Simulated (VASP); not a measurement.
# NaCl (Pm-3m) in VASP: notebook, part 2 of 2

VASP 6.6.1.

## Step 4: Electric field gradients, PBEsol (volume scaled by 1.02)

Contents of INCAR:

```
PREC = Accurate ; ENCUT = 400
EDIFF = 1E-8 ; ISMEAR = -1
SIGMA = 0.02 ; LREAL = F
LASPH = T ; NELM = 120
ALGO = Normal ; ISIF = 2
LWAVE = F ; LCHARG = F
GGA = PS ; LEFG = T
NBANDS = 14 ; GGA_COMPAT = F
```

Contents of KPOINTS:

```
regular mesh
0
Gamma
  8 8 8
```

Contents of POSCAR:

```
NaCl
1.0
    2.8789409493      0.0000000000      0.0000000000
    0.0000000000      2.8789409493      0.0000000000
    0.0000000000      0.0000000000      2.8789409493
Na Cl
1 1
Direct
    0.0000000000      0.0000000000      0.0000000000
    0.5000000000      0.5000000000      0.5000000000
```

Potentials or basis: VASP PAW PBE potentials, release 64 (Na_pv, Cl).

Started as:

```bash
$ cat potpaw_PBE.64/Na_pv/POTCAR potpaw_PBE.64/Cl/POTCAR > POTCAR
$ mpirun -np 1 vasp_std > vasp.out
```

OUTCAR:

```text
PREC = Accurate
   ENCUT = 400
   EDIFF = 1E-8
   ISMEAR = -1
   LREAL = F
   LASPH = T
   NELM = 120
   ISIF = 2
   GGA = PS

 ion  position               nearest neighbor table
   1  0.000  0.000  0.000-   2 2.49   2 2.49   2 2.49   2 2.49   2 2.49   2 2.49   2 2.49   2 2.49

   2  0.500  0.500  0.500-   1 2.49   1 2.49   1 2.49   1 2.49   1 2.49   1 2.49   1 2.49   1 2.49

  LATTYP: Found a simple cubic cell.
 ALAT       =     2.8789409493

  Lattice vectors:

 A1 = (   2.8789409493,   0.0000000000,   0.0000000000)
 A2 = (   0.0000000000,   2.8789409493,   0.0000000000)
 A3 = (   0.0000000000,   0.0000000000,   2.8789409493)

Analysis of symmetry for initial positions (statically):
=====================================================================
 Subroutine PRICEL returns:
 Original cell was already a primitive cell.

 Routine SETGRP: Setting up the symmetry group for a
 simple cubic supercell.

 Subroutine GETGRP returns: Found 48 space group operations
 (whereof 48 operations were pure point group operations)
[... 597 lines left out ...]
     0.000000000  2.878940949  0.000000000     0.000000000  0.347349952  0.000000000
     0.000000000  0.000000000  2.878940949     0.000000000  0.000000000  0.347349952

 POSITION                                       TOTAL-FORCE (eV/Angst)
 -----------------------------------------------------------------------------------
      0.00000      0.00000      0.00000         0.000000      0.000000      0.000000
      1.43947      1.43947      1.43947         0.000000      0.000000      0.000000
 -----------------------------------------------------------------------------------
    total drift:                                0.000000      0.000000      0.000000

  FREE ENERGIE OF THE ION-ELECTRON SYSTEM (eV)
  ---------------------------------------------------
  free  energy   TOTEN  =        -4.9462304821 eV

  energy  without entropy=       -4.9462304821  energy(sigma->0) =       -4.94623048

 Electric field gradients (V/A^2)
---------------------------------------------------------------------
 ion       V_xx      V_yy      V_zz      V_xy      V_xz      V_yz
---------------------------------------------------------------------
   1      -0.000     0.000     0.000     0.000     0.000     0.000
   2       0.000     0.000     0.000    -0.000     0.000    -0.000
---------------------------------------------------------------------

 Electric field gradients after diagonalization (V/A^2)
 (convention: |V_zz| > |V_xx| > |V_yy|)
----------------------------------------------------------------------
 ion       V_xx      V_yy      V_zz     asymmetry (V_yy - V_xx)/ V_zz
----------------------------------------------------------------------
   1      -0.000     0.000     0.000       0.378
   2       0.000     0.000     0.000      -0.140
----------------------------------------------------------------------

           NMR quadrupolar parameters

 Cq : quadrupolar parameter    Cq=e*Q*V_zz/h
 eta: asymmetry parameters     (V_yy - V_xx)/ V_zz
 Q  : nuclear electric quadrupole moment in mb (millibarn)
----------------------------------------------------------------------
 ion       Cq(MHz)       eta       Q (mb)
----------------------------------------------------------------------
   1       0.000       0.378       1.000
   2       0.000      -0.140       1.000
----------------------------------------------------------------------
```

OSZICAR:

```text
N       E                     dE             d eps       ncg     rms          rms(c)
DAV:   1     0.884840165403E+02    0.88484E+02   -0.61822E+03  1004   0.100E+03
DAV:   2    -0.909377768156E+00   -0.89393E+02   -0.82578E+02  1150   0.273E+02
DAV:   3    -0.517349044736E+01   -0.42641E+01   -0.42464E+01  1226   0.558E+01
DAV:   4    -0.521870875898E+01   -0.45218E-01   -0.45208E-01  1142   0.614E+00
DAV:   5    -0.521935854076E+01   -0.64978E-03   -0.64975E-03  1250   0.736E-01    0.569E+00
DAV:   6    -0.499373210994E+01    0.22563E+00   -0.19339E-01  1362   0.633E+00    0.369E+00
DAV:   7    -0.494828528368E+01    0.45447E-01   -0.10560E-01  1428   0.376E+00    0.160E+00
DAV:   8    -0.494634887869E+01    0.19364E-02   -0.86581E-03  1118   0.107E+00    0.250E-01
DAV:   9    -0.494622566159E+01    0.12322E-03   -0.26965E-04  1320   0.287E-01    0.543E-02
DAV:  10    -0.494623002895E+01   -0.43674E-05   -0.25297E-05  1286   0.982E-02    0.801E-03
DAV:  11    -0.494623035834E+01   -0.32940E-06   -0.41645E-06  1184   0.255E-02    0.582E-03
DAV:  12    -0.494623047758E+01   -0.11923E-06   -0.22608E-07  1226   0.431E-03    0.654E-04
DAV:  13    -0.494623050492E+01   -0.27348E-07   -0.18365E-08  1172   0.906E-04    0.867E-04
DAV:  14    -0.494623048289E+01    0.22029E-07   -0.13236E-09   808   0.289E-04    0.496E-05
DAV:  15    -0.494623048214E+01    0.75033E-09   -0.13095E-10   712   0.971E-05
   1 F= -.49462305E+01 E0= -.49462305E+01  d E =-.197146E-13
```

stdout:

```text
POSCAR found type information on POSCAR NaCl
 POSCAR found :  2 types and       2 ions
 scaLAPACK will be used
 -----------------------------------------------------------------------------
|                                                                             |
|                                                                             |
|     You enforced a specific xc type in the INCAR file but a different       |
|     I HOPE YOU KNOW WHAT YOU ARE DOING!                                     |
|                                                                             |
 -----------------------------------------------------------------------------

 LDA part: xc-table for (Slater+PW92), standard interpolation
 POSCAR, INCAR and KPOINTS ok, starting setup
 FFT: planning ... GRIDC
 FFT: planning ... GRID_SOFT
 FFT: planning ... GRID
 WAVECAR not read
 entering main loop
ion   1

ion   2
```

Run time: 6.8 s. Hardware: 1 thread of AMD EPYC 7R43 (Zen 3), shared host; peak memory 0.09 GiB.

What came out:

* Free energy: -4.9462 eV
* Pressure: 55.0 GPa
* Band gap on the k mesh: 4.28 eV, direct

Caveat: without QUAD_EFG the Cq values of the log hold for a quadrupole moment of 1 mb, not for the nuclei; the PAW data sets were made with another functional, which shifts forces and pressure a little. A k mesh can miss the band edges.
